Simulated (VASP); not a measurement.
# Ga3Se (Pm-3m) in VASP: notebook, part 2 of 3

VASP 6.6.1. The steps go on from the part before.

## 3. Relaxation of cell and atoms, PBE, target pressure 5 GPa, at which the enthalpy is minimised

File INCAR:

```
SYSTEM = Ga3Se
PREC = Accurate
ENCUT = 600
EDIFF = 1E-7
ISMEAR = -1
SIGMA = 0.05
LREAL = .FALSE.
LASPH = .TRUE.
NELM = 60
ALGO = Normal
ISIF = 3
LWAVE = .FALSE.
LCHARG = .FALSE.
GGA = PE
IBRION = 2
NSW = 60
EDIFFG = -0.01
PSTRESS = 50.0
```

File KPOINTS:

```
Automatic mesh
0
G
  6 6 6
  0 0 0
```

File POSCAR:

```
Ga3Se
1.0
    4.4324650000      0.0000000000      0.0000000000
    0.0000000000      4.4324650000      0.0000000000
    0.0000000000      0.0000000000      4.4324650000
Se Ga
1 3
Direct
    0.0000000000      0.0000000000      0.0000000000
    0.5000000000      0.5000000000      0.0000000000
    0.5000000000      0.0000000000      0.5000000000
    0.0000000000      0.5000000000      0.5000000000
```

Potentials or basis: VASP PAW PBE potentials, release 64 (Se, Ga_d).

Launch:

```
$ cat potpaw_PBE.64/Se/POTCAR potpaw_PBE.64/Ga_d/POTCAR > POTCAR
$ mpirun -np 1 vasp_std > vasp.out
```

OUTCAR:

```text
SYSTEM = Ga3Se
   PREC = Accurate
   ENCUT = 600
   EDIFF = 1E-7
   ISMEAR = -1
   LREAL = .FALSE.
   LASPH = .TRUE.
   NELM = 60
   ISIF = 3
   GGA = PE
   IBRION = 2
   NSW = 60
   EDIFFG = -0.01
   PSTRESS = 50.0

 ion  position               nearest neighbor table
   1  0.000  0.000  0.000-
   2  0.500  0.500  0.000-
   3  0.500  0.000  0.500-
   4  0.000  0.500  0.500-

  LATTYP: Found a simple cubic cell.
 ALAT       =     4.4324650000

  Lattice vectors:

 A1 = (   4.4324650000,   0.0000000000,   0.0000000000)
 A2 = (   0.0000000000,   4.4324650000,   0.0000000000)
 A3 = (   0.0000000000,   0.0000000000,   4.4324650000)

Analysis of symmetry for initial positions (statically):
=====================================================================
 Subroutine PRICEL returns:
 Original cell was already a primitive cell.

 Routine SETGRP: Setting up the symmetry group for a
 simple cubic supercell.

 Subroutine GETGRP returns: Found 48 space group operations
 (whereof 48 operations were pure point group operations)
 out of a pool of 48 trial point group operations.

The static configuration has the point symmetry O_h .

Analysis of symmetry for dynamics (positions and initial velocities):
=====================================================================
 Subroutine PRICEL returns:
 Original cell was already a primitive cell.

 Routine SETGRP: Setting up the symmetry group for a
[... 176 lines left out ...]
 -----------------------------------------------------------------------------------
      0.00000      0.00000      0.00000         0.000000      0.000000      0.000000
      2.21623      2.21623      0.00000         0.000000      0.000000      0.000000
      2.21623      0.00000      2.21623         0.000000      0.000000      0.000000
      0.00000      2.21623      2.21623         0.000000      0.000000      0.000000
 -----------------------------------------------------------------------------------
    total drift:                                0.000000      0.000000      0.000000

  FREE ENERGIE OF THE ION-ELECTRON SYSTEM (eV)
  ---------------------------------------------------
  free  energy   TOTEN  =       -12.4230372852 eV

  energy  without entropy=      -12.4122035618  energy(sigma->0) =      -12.41762042

  enthalpy is  TOTEN    =        -9.7053757544 eV   P V=        2.7176615307

--------------------------------------- Ionic step        2  -------------------------------------------

 number of electron      45.0000017 magnetization

 Free energy of the ion-electron system (eV)
  ---------------------------------------------------
  ext. energy  EPLUGINS =         0.00000000
  ---------------------------------------------------
  free energy    TOTEN  =       -12.31394390 eV

  energy without entropy =      -12.30256281  energy(sigma->0) =      -12.30825336

 E-fermi :   5.6792     XC(G=0): -10.8038

 val. band max:        5.6218098295   @ k =   0.3333   0.1667   0.1667
 cond. band min:       5.7298245282   @ k =   0.1667   0.1667   0.0000
 fundamental gap:      0.1080146987
 Fermi energy:         5.6792494987

 k-point     1 :       0.0000    0.0000    0.0000
  band No.  band energies     occupation
      1      -9.4919      2.00000
      2      -9.4202      2.00000
      3      -9.4202      2.00000
      4      -9.4202      2.00000
      5      -9.3540      2.00000
      6      -9.3540      2.00000
[... 589 lines left out ...]
     26      10.1543      0.00000
     27      15.0871      0.00000

------------------------ aborting loop because EDIFF is reached ----------------------------------------

  FORCE on cell =-STRESS in cart. coord.  units (eV):
  Direction    XX          YY          ZZ          XY          YZ          ZX
  --------------------------------------------------------------------------------------
  -------------------------------------------------------------------------------------
  Total        2.4072308      2.4072308      2.4072308      0.0000000     -0.0000000     -0.0000000
  in kB       49.4956872     49.4956872     49.4956872      0.0000000     -0.0000000     -0.0000000
  external PRESSURE =      -0.5043128 kB  Pullay stress =      50.0000000 kB

 VOLUME and BASIS-vectors are now :
 -----------------------------------------------------------------------------
  energy-cutoff  :      600.00
  volume of cell :       77.92
      direct lattice vectors                 reciprocal lattice vectors
     4.271236811  0.000000000  0.000000000     0.234124223  0.000000000 -0.000000000
    -0.000000000  4.271236811 -0.000000000    -0.000000000  0.234124223 -0.000000000
     0.000000000  0.000000000  4.271236811    -0.000000000  0.000000000  0.234124223

 POSITION                                       TOTAL-FORCE (eV/Angst)
 -----------------------------------------------------------------------------------
      0.00000      0.00000      0.00000        -0.000000     -0.000000      0.000000
      2.13562      2.13562     -0.00000        -0.000000     -0.000000      0.000000
      2.13562      0.00000      2.13562         0.000000      0.000000      0.000000
      0.00000      2.13562      2.13562         0.000000      0.000000      0.000000
 -----------------------------------------------------------------------------------
    total drift:                                0.000000      0.000000      0.000000

  FREE ENERGIE OF THE ION-ELECTRON SYSTEM (eV)
  ---------------------------------------------------
  free  energy   TOTEN  =       -12.3139439038 eV

  energy  without entropy=      -12.3025628094  energy(sigma->0) =      -12.30825336

  enthalpy is  TOTEN    =        -9.8821857869 eV   P V=        2.4317581168

 reached required accuracy - stopping structural energy minimisation
```

OSZICAR:

```text
N       E                     dE             d eps       ncg     rms          rms(c)
DAV:   1     0.306910898387E+03    0.30691E+03   -0.24251E+04  1083   0.299E+03
[... 19 lines left out ...]
DAV:   5    -0.123139413313E+02    0.45508E-01   -0.36612E-02  1563   0.167E+00    0.141E-01
DAV:   6    -0.123139191165E+02    0.22215E-04   -0.58686E-03  1121   0.660E-01    0.744E-02
DAV:   7    -0.123139267484E+02   -0.76319E-05   -0.34843E-04  1500   0.128E-01    0.477E-02
DAV:   8    -0.123139454323E+02   -0.18684E-04   -0.66285E-05  1363   0.108E-01    0.139E-02
DAV:   9    -0.123139450987E+02    0.33360E-06   -0.34380E-06  1222   0.151E-02    0.813E-03
DAV:  10    -0.123139438980E+02    0.12008E-05   -0.17351E-06  1200   0.931E-03    0.791E-04
DAV:  11    -0.123139439038E+02   -0.58080E-08   -0.27877E-07  1020   0.341E-03
   2 F= -.98821858E+01 E0= -.98764952E+01  d E =-.176810E+00
```

Run time: 42 s. Hardware: 1 thread of Intel Xeon 6975P-C (Granite Rapids), shared host; peak memory 0.23 GiB.

Results:

| Property | Result |
| --- | --- |
| Free energy | -12.3139 eV |
| Relaxed volume | 19.48 Å³/atom |
| Relaxed cell | a = 4.271 Å, b = 4.271 Å, c = 4.271 Å, α = 90.00°, β = 90.00°, γ = 90.00° |
| Space group after relaxing (to 0.1 Å) | Pm-3m (No. 221) |
| Energy change on relaxing (the run minimises the enthalpy) | +27.3 meV/atom |
| Ionic steps | 2 |
| Pressure after relaxing | 4.9 GPa |
| Band gap on the k mesh | zero (an odd number of electrons rules out a gap without spin polarisation) |

The path:
```csv
step,energy change (eV),largest force (eV/Å),pressure (GPa),volume (Å³)
1,0.0000,0.0000,-0.55,87.08
2,0.1091,0.0000,4.95,77.92
```

Final structure:
```
Se Ga
1.0
     4.27124    0.00000    0.00000
     0.00000    4.27124    0.00000
     0.00000    0.00000    4.27124
Se Ga
1 3
Direct
  0.00000 0.00000 0.00000
  0.50000 0.50000 0.00000
  0.50000 0.00000 0.50000
  0.00000 0.50000 0.50000
```

Caveat: the cell is relaxed towards a set pressure, so the run minimises the enthalpy, not the energy.

## 4. Relaxation of cell and atoms, PBE, target pressure 10 GPa, at which the enthalpy is minimised

File INCAR:

```
SYSTEM = Ga3Se
PREC = Accurate
ENCUT = 600
EDIFF = 1E-6
ISMEAR = -1
SIGMA = 0.05
LREAL = .False.
LASPH = .True.
NELM = 80
ALGO = Normal
ISIF = 3
LWAVE = .False.
LCHARG = .False.
GGA = PE
IBRION = 2
NSW = 60
EDIFFG = -0.01
PSTRESS = 100.0
```

File KPOINTS:

```
regular mesh
0
Gamma
  6 6 6
  0 0 0
```

POSCAR is that of step 3.

Launch:

```
$ cat potpaw_PBE.64/Se/POTCAR potpaw_PBE.64/Ga_d/POTCAR > POTCAR
$ mpirun -np 1 vasp_std > vasp.out
```

Run time: 2.1 min. Hardware: 1 thread of Intel Xeon 6975P-C (Granite Rapids), shared host; peak memory 0.24 GiB.

It converged, with:

* Free energy: -12.0820 eV
* Relaxed volume: 18.20 Å³/atom
* Relaxed cell: a = 4.176 Å, b = 4.176 Å, c = 4.176 Å, α = 90.00°, β = 90.00°, γ = 90.00°
* Space group after relaxing (to 0.1 Å): Pm-3m (No. 221)
* Energy change on relaxing (the run minimises the enthalpy): +85.3 meV/atom
* Ionic steps: 13
* Pressure after relaxing: 9.9 GPa
* Band gap on the k mesh: zero (an odd number of electrons rules out a gap without spin polarisation)

The path:
```
step  energy change (eV)  largest force (eV/Å)  pressure (GPa)  volume (Å³)
   1              0.0000                0.0000           -0.49        87.08
   2              0.5163                0.0000           12.85        70.33
   3              0.3549                0.0000           10.10        72.59
   4              0.3379                0.0000            9.77        72.86
   5              0.3382                0.0000            9.84        72.86
   6              0.3389                0.0000            9.84        72.85
   7              0.3389                0.0000            9.81        72.85
   8              0.3389                0.0000            9.80        72.85
   9              0.3390                0.0000            9.80        72.84
  10              0.3391                0.0000            9.80        72.84
  11              0.3394                0.0000            9.86        72.84
  12              0.3399                0.0000            9.85        72.83
  13              0.3410                0.0000            9.93        72.81
```

Final structure:
```
Se Ga
1.0
     4.17574    0.00000    0.00000
     0.00000    4.17574    0.00000
     0.00000    0.00000    4.17574
Se Ga
1 3
Direct
  0.00000 0.00000 0.00000
  0.50000 0.50000 0.00000
  0.50000 0.00000 0.50000
  0.00000 0.50000 0.50000
```

Levels at points of the mesh, in eV from the Fermi level:
```
           k point  band 19  band 20  band 21  band 22  band 23  band 24  band 25  band 26  band 27
(0.00, 0.00, 0.00)    -4.60    -4.60    -2.65    -2.65     1.81     1.81     1.81     4.84     4.84
(0.50, 0.00, 0.00)    -3.43    -3.43    -1.56    -1.24    -0.65    -0.65     0.77     4.75     4.75
(0.50, 0.50, 0.00)    -7.16    -2.63    -1.00    -0.38    -0.38     1.49     1.49     1.78     1.91
(0.50, 0.50, 0.50)    -6.00    -5.33    -5.33    -5.33    -4.31     4.81     4.81     4.81     9.93
```

Caveat: the cell is relaxed towards a set pressure, so the run minimises the enthalpy, not the energy; the volume moved by over 15 % at a fixed basis, so the end points are rough.

(Continued in part 3 of 3.)

The gap in the log of VASP goes by the Fermi energy; the results here count the filled bands.